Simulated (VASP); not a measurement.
# Si (P1) in VASP: single point with PBE

Aim: the single point of Si with PBE.

All numbers are computed with VASP 6.6.1; they aren't measurements. Logs are shortened: lines on timing, memory, paths and dates and some standing lists are left out, and cuts for length are marked.

## (1) The cell of the first run

The typed cell holds 8 atoms: a = 5.399 Å, b = 5.258 Å, c = 5.626 Å, α = 86.82°, β = 89.28°, γ = 92.07°.

## (2) Single point, PBE (atoms moved at random and the cell strained at random)

Input file INCAR:

```
SYSTEM = Si
PREC = Accurate ; ENCUT = 520
EDIFF = 1E-6 ; ISMEAR = 0
SIGMA = 0.05 ; LREAL = .FALSE.
LASPH = .TRUE. ; NELM = 60
ALGO = Normal ; ISIF = 2
LWAVE = .FALSE. ; LCHARG = .FALSE.
GGA = PE ; NBANDS = 26
```

Input file KPOINTS:

```
regular mesh
0
G
  6 6 6
  0 0 0
```

Input file POSCAR:

```
Si
1.0
    5.3977707174      0.0968274432     -0.0360833631
   -0.0968274432     -5.2545240732     -0.1511615365
    0.0360833631     -0.1511615365     -5.6234202196
Si
8
Direct
    0.4919112477      0.0230099647      0.0366551284
    0.0018203692      0.5023065186     -0.0110348382
    0.0280910882      0.0218634841      0.4869099815
    0.5136290122      0.4680957303      0.5067646768
    0.6931816370      0.7723052318      0.7336590954
    0.2929925437      0.2565140546      0.7136218159
    0.2384514634      0.7017837359      0.2464904448
    0.7399226387      0.2541212800      0.2869336953
```

Potentials or basis: VASP PAW PBE potentials, release 64 (Si).

Command:

```
$ cat potpaw_PBE.64/Si/POTCAR > POTCAR
$ mpirun -np 1 vasp_std > vasp.out
```

OUTCAR:

```text
SYSTEM = Si
   PREC = Accurate
   ENCUT = 520
   EDIFF = 1E-6
   ISMEAR = 0
   LREAL = .FALSE.
   LASPH = .TRUE.
   NELM = 60
   ISIF = 2
   GGA = PE

 ion  position               nearest neighbor table
   1  0.492  0.023  0.037-   8 2.32   7 2.39   6 2.42   5 2.48
   2  0.002  0.502  0.989-   7 2.22   8 2.46   6 2.62   5 2.62
   3  0.028  0.022  0.487-   8 2.28   6 2.30   7 2.51   5 2.55
   4  0.514  0.468  0.507-   6 1.93   8 2.12   5 2.30   7 2.42
   5  0.693  0.772  0.734-   4 2.30   1 2.48   3 2.55   2 2.62
   6  0.293  0.257  0.714-   4 1.93   3 2.30   1 2.42   2 2.62
   7  0.238  0.702  0.246-   2 2.22   1 2.39   4 2.42   3 2.51
   8  0.740  0.254  0.287-   4 2.12   3 2.28   1 2.32   2 2.46

  LATTYP: Found a triclinic cell.
 ALAT       =     5.3987596983
 B/A-ratio  =     1.4350968596
 C/A-ratio  =     1.7373160941
 COS(alpha) =     0.0022900122
 COS(beta)  =     0.6034265641
 COS(gamma) =     0.6876594994

  Lattice vectors:

 A1 = (  -5.3977707174,  -0.0968274432,   0.0360833631)
 A2 = (  -5.3616873543,  -0.2479889797,  -5.5873368565)
 A3 = (  -5.5306815237,  -5.2001899799,   5.5083420462)

Analysis of symmetry for initial positions (statically):
=====================================================================
 Subroutine PRICEL returns:
 Original cell was already a primitive cell.

 Routine SETGRP: Setting up the symmetry group for a
 triclinic supercell.

 Subroutine GETGRP returns: Found  1 space group operations
 (whereof  1 operations were pure point group operations)
 out of a pool of  2 trial point group operations.

The static configuration has the point symmetry C_1 .

Analysis of symmetry for dynamics (positions and initial velocities):
=====================================================================
 Subroutine PRICEL returns:
 Original cell was already a primitive cell.

 Routine SETGRP: Setting up the symmetry group for a
 triclinic supercell.

 Subroutine GETGRP returns: Found  1 space group operations
 (whereof  1 operations were pure point group operations)
 out of a pool of  2 trial point group operations.

The dynamic configuration has the point symmetry C_1 .

 Subroutine INISYM returns: Found  1 space group operations
 (whereof  1 operations are pure point group operations),
 and found     1 'primitive' translations

----------------------------------------------------------------------------------------

                                     Primitive cell

  volume of cell :     159.3115

  direct lattice vectors                    reciprocal lattice vectors
     5.397770717  0.096827443 -0.036083363     0.185332162 -0.003452078  0.001282001
    -0.096827443 -5.254524073 -0.151161536     0.003452078 -0.190523776  0.005143565
     0.036083363 -0.151161536 -5.623420220    -0.001282001  0.005143565 -0.177974209

  length of vectors
     5.398759698  5.257589619  5.625567241     0.185368742  0.190624453  0.178053135

  position of ions in fractional coordinates (direct lattice)
     0.491911248  0.023009965  0.036655128
     0.001820369  0.502306519  0.988965162
     0.028091088  0.021863484  0.486909981
     0.513629012  0.468095730  0.506764677
     0.693181637  0.772305232  0.733659095
     0.292992544  0.256514055  0.713621816
     0.238451463  0.701783736  0.246490445
     0.739922639  0.254121280  0.286933695

  ion indices of the primitive-cell ions
   primitive index   ion index
                 1           1
                 2           2
                 3           3
                 4           4
                 5           5
                 6           6
                 7           7
                 8           8

----------------------------------------------------------------------------------------

 KPOINTS: regular mesh

Automatic generation of k-mesh.
 Grid dimensions read from file:
 generate k-points for:    6    6    6

 Generating k-lattice:

  Cartesian coordinates                     Fractional coordinates (reciprocal lattice)
     0.030888694 -0.000575346  0.000213667     0.166666667 -0.000000000  0.000000000
     0.000575346 -0.031753963  0.000857261     0.000000000  0.166666667  0.000000000
    -0.000213667  0.000857261 -0.029662368     0.000000000  0.000000000  0.166666667

  Length of vectors
     0.030894790  0.031770742  0.029675523

  Shift w.r.t. Gamma in fractional coordinates (k-lattice)
     0.000000000  0.000000000  0.000000000

 Subroutine IBZKPT returns following result:
 ===========================================

 Found    112 irreducible k-points:

 Following reciprocal coordinates:
            Coordinates               Weight
  0.000000  0.000000  0.000000      1.000000
  0.166667  0.000000  0.000000      2.000000
  0.333333 -0.000000  0.000000      2.000000
  0.500000 -0.000000  0.000000      1.000000
  0.000000  0.166667  0.000000      2.000000
  0.166667  0.166667  0.000000      2.000000
[... 16 lines left out ...]
  0.333333  0.000000  0.166667      2.000000
  0.500000 -0.000000  0.166667      2.000000
 [... further k-points ...]
   k-points           NKPTS =    112   k-points in BZ     NKDIM =    112   number of bands    NBANDS=     26
   number of dos      NEDOS =    301   number of ions     NIONS =      8
   total plane-waves  NPLWV =  67200
   dimension x,y,z NGX =    40 NGY =   40 NGZ =   42
   dimension x,y,z NGXF=    80 NGYF=   80 NGZF=   84
   ions per type =               8
   NGX,Y,Z   is equivalent  to a cutoff of  12.32, 12.65, 12.41 a.u.
   NGXF,Y,Z  is equivalent  to a cutoff of  24.63, 25.30, 24.82 a.u.
 SYSTEM =  Si
   PREC   = accura    normal or accurate (medium, high low for compatibility)
   ISTART =      0    job   : 0-new  1-cont  2-samecut
   ICHARG =      2    charge: 1-file 2-atom 10-const
   ISPIN  =      1    spin polarized calculation?
   LNONCOLLINEAR =      F non collinear calculations
   LSORBIT =      F    spin-orbit coupling
   LASPH  =      T    aspherical Exc in radial PAW
   ENCUT  =  520.0 eV  38.22 Ry    6.18 a.u.  10.04  9.78 10.46*2*pi/ulx,y,z
   NELM   =     60;   NELMIN=  2; NELMDL= -5     # of ELM steps
   EDIFF  = 0.1E-05   stopping-criterion for ELM
   LREAL  =      F    real-space projection
   EDIFFG = 0.1E-04   stopping-criterion for IOM
   NSW    =      0    number of steps for IOM
   IBRION =     -1    ionic relax: 0-MD 1-quasi-New 2-CG
   NFREE  =      0    steps in history (QN), initial steepest desc. (CG)
   ISIF   =      2    stress and relaxation
   ISYM   =      2    0-nonsym 1-usesym 2-fastsym
   POTIM  = 0.5000    time-step for ionic-motion
   TEBEG  =    0.0;   TEEND  =   0.0 temperature during run
   PSTRESS=    0.0 pullay stress
   NELECT =      32.0000    total number of electrons
   NUPDOWN=      -1.0000    fix difference up-down
   EMIN   =  10.00;   EMAX   =-10.00  energy-range for DOS
   EFERMI =   0.00;   METHOD = LEGACY
   ISMEAR =     0;   SIGMA  =   0.05  broadening in eV -4-tet -1-fermi 0-gaus
   EFERMI_NEDOS =   21; number of points for ismear=-14 and -15
   IALGO  =     38    algorithm
   IMIX   =      4    mixing-type and parameters
     AMIX     =   0.40;   BMIX     =  1.00
     AMIX_MAG =   1.60;   BMIX_MAG =  1.00
  volume/ion in A,a.u.               =      19.91       134.39
  Fermi-wavevector in a.u.,A,eV,Ry     =   0.958758  1.811790 12.506711  0.919217
  Thomas-Fermi vector in A             =   2.087894
   LORBIT       =      0    0 simple, 1 ext, 2 COOP (PROOUT), +10 PAW based schemes
   GGA     = PE    functional components
   LHFCALC =     F    Hartree Fock is set to
   AEXX    =    0.0000 exact exchange contribution
   IVDW    =     0    specifies the selected vdW correction
   LEPSILON=     F    determine dielectric tensor
   LRPA    =     F    only Hartree local field effects (RPA)
 non-spin polarized calculation
 Gauss-broadening in eV      SIGMA  =   0.05
  energy-cutoff  :      520.00
  volume of cell :      159.31
 maximum number of plane-waves:      4312
   NGX = 21   NGY = 19   NGZ = 21

 number of electron      32.0000001 magnetization

 Free energy of the ion-electron system (eV)
  ---------------------------------------------------
  ext. energy  EPLUGINS =         0.00000000
  ---------------------------------------------------
  free energy    TOTEN  =       -39.93847995 eV

  energy without entropy =      -39.93690749  energy(sigma->0) =      -39.93769372

 E-fermi :   5.9732     XC(G=0):  -9.4614

 val. band max:        5.9712381147   @ k =   0.0000   0.1667   0.1667
 cond. band min:       5.9800729713   @ k =   0.0000   0.0000   0.0000
 fundamental gap:      0.0088348566
 Fermi energy:         5.9732283770

 k-point     1 :       0.0000    0.0000    0.0000
  band No.  band energies     occupation
      1      -6.4237      2.00000
      2      -3.0233      2.00000
      3      -2.3491      2.00000
      4      -1.9372      2.00000
      5      -1.9188      2.00000
      6      -1.5688      2.00000
[... 18 lines left out ...]
     25       8.8439      0.00000
     26       9.5484      0.00000

 k-point     2 :       0.1667    0.0000    0.0000
  band No.  band energies     occupation
      1      -6.3152      2.00000
      2      -3.4452      2.00000
      3      -2.6266      2.00000
      4      -1.9903      2.00000
      5      -1.8431      2.00000
      6      -1.2915      2.00000
[... 18 lines left out ...]
     25       9.3592      0.00000
     26       9.9476      0.00000

 k-point     3 :       0.3333   -0.0000    0.0000
  band No.  band energies     occupation
      1      -6.0167      2.00000
      2      -4.2912      2.00000
      3      -2.6017      2.00000
      4      -1.8849      2.00000
      5      -1.7959      2.00000
      6      -1.2030      2.00000
[... 18 lines left out ...]
     25      10.0688      0.00000
     26      10.7391      0.00000

 k-point     4 :       0.5000   -0.0000    0.0000
  band No.  band energies     occupation
      1      -5.7584      2.00000
      2      -4.7553      2.00000
      3      -2.5595      2.00000
      4      -1.8459      2.00000
      5      -1.7468      2.00000
      6      -1.1713      2.00000
[... 18 lines left out ...]
     25      10.4922      0.00000
     26      11.0286      0.00000

 k-point     5 :       0.0000    0.1667    0.0000
  band No.  band energies     occupation
      1      -6.3102      2.00000
      2      -3.3453      2.00000
      3      -2.6338      2.00000
      4      -2.0929      2.00000
      5      -1.8571      2.00000
      6      -1.4646      2.00000
[... 18 lines left out ...]
     25       9.4501      0.00000
     26      10.0723      0.00000

 k-point     6 :       0.1667    0.1667    0.0000
  band No.  band energies     occupation
      1      -6.1928      2.00000
      2      -3.4788      2.00000
      3      -3.1291      2.00000
      4      -2.1392      2.00000
      5      -1.9238      2.00000
      6      -0.4939      2.00000
[... 427 lines left out ...]
 k-point    21 :       0.0000    0.0000    0.1667
  band No.  band energies     occupation
      1      -6.3252      2.00000
      2      -3.6132      2.00000
      3      -2.2505      2.00000
      4      -2.0443      2.00000
      5      -1.7032      2.00000
      6      -1.4869      2.00000
[... 18 lines left out ...]
     25       9.1603      0.00000
     26      10.0872      0.00000

 k-point    22 :       0.1667    0.0000    0.1667
  band No.  band energies     occupation
      1      -6.2214      2.00000
      2      -3.5710      2.00000
      3      -3.1399      2.00000
      4      -1.9465      2.00000
      5      -1.5669      2.00000
      6      -0.8172      2.00000
[... 18 lines left out ...]
     25       9.4446      0.00000
     26      10.5649      0.00000

 k-point    23 :       0.3333    0.0000    0.1667
  band No.  band energies     occupation
      1      -5.9303      2.00000
      2      -4.1959      2.00000
      3      -3.2154      2.00000
      4      -2.1921      2.00000
      5      -1.2935      2.00000
      6      -0.7986      2.00000
[... 18 lines left out ...]
     25      10.2459      0.00000
     26      10.5931      0.00000

 k-point    24 :       0.5000   -0.0000    0.1667
  band No.  band energies     occupation
      1      -5.6732      2.00000
      2      -4.6668      2.00000
      3      -3.0568      2.00000
      4      -2.3726      2.00000
      5      -1.1286      2.00000
      6      -0.8314      2.00000
[... 18 lines left out ...]
     25      10.5069      0.00000
     26      10.7615      0.00000

 [... further k-points ...]

------------------------ aborting loop because EDIFF is reached ----------------------------------------

  FORCE on cell =-STRESS in cart. coord.  units (eV):
  Direction    XX          YY          ZZ          XY          YZ          ZX
  --------------------------------------------------------------------------------------
  -------------------------------------------------------------------------------------
  Total        7.0306074      8.0647300      3.5440331     -6.8708944     -3.2498689      4.1113059
  in kB       70.7059998     81.1060503     35.6419278    -69.0997847    -32.6835532     41.3469247
  external PRESSURE =      62.4846593 kB  Pullay stress =       0.0000000 kB

 VOLUME and BASIS-vectors are now :
 -----------------------------------------------------------------------------
  energy-cutoff  :      520.00
  volume of cell :      159.31
      direct lattice vectors                 reciprocal lattice vectors
     5.397770717  0.096827443 -0.036083363     0.185332162 -0.003452078  0.001282001
    -0.096827443 -5.254524073 -0.151161536     0.003452078 -0.190523776  0.005143565
     0.036083363 -0.151161536 -5.623420220    -0.001282001  0.005143565 -0.177974209

 POSITION                                       TOTAL-FORCE (eV/Angst)
 -----------------------------------------------------------------------------------
      2.65432     -0.07882     -0.22736        -0.382929      1.218535      1.181837
     -0.00313     -2.78870     -5.63736        -1.491039      0.591116      1.675524
      0.16708     -0.18576     -2.74242        -0.702129      2.271260     -0.439125
      2.74541     -2.48649     -2.93904         2.483031     -6.364253      3.292154
      3.69333     -4.10188     -4.26743         2.527896     -0.717926     -1.281808
      1.58242     -1.42736     -4.06234        -5.637231      3.996930     -6.531905
      1.22805     -3.70171     -1.50081         0.595711     -1.907029     -0.931854
      3.97968     -1.30701     -1.67866         2.606690      0.911367      3.035176
 -----------------------------------------------------------------------------------
    total drift:                               -0.000150      0.000006     -0.000018

  FREE ENERGIE OF THE ION-ELECTRON SYSTEM (eV)
  ---------------------------------------------------
  free  energy   TOTEN  =       -39.9384799466 eV

  energy  without entropy=      -39.9369074925  energy(sigma->0) =      -39.93769372
```

Run time: 10 min. Hardware: 1 thread of Intel Xeon 8259CL, shared host; peak memory 0.44 GiB.

Results:

```
Free energy            : -39.9385 eV
Pressure               : 6.2 GPa
Largest force          : 9.509 eV/Å
Band gap on the k mesh : zero (bands 16 and 17 overlap by 0.08 eV)
```

Forces in eV/Å, atoms in the order of the input:
```
Si  -0.383  1.219  1.182
Si  -1.491  0.591  1.676
Si  -0.702  2.271 -0.439
Si   2.483 -6.364  3.292
Si   2.528 -0.718 -1.282
Si  -5.637  3.997 -6.532
Si   0.596 -1.907 -0.932
Si   2.607  0.911  3.035
```

Caveat: the cell differs from its parent crystal (atoms moved at random and the cell strained at random); the cell stands under pressure; semilocal functionals underestimate gaps, and a narrow one can read as zero; forces of over 1 eV/Å act on the atoms, so gaps and moduli don't describe the material at rest.
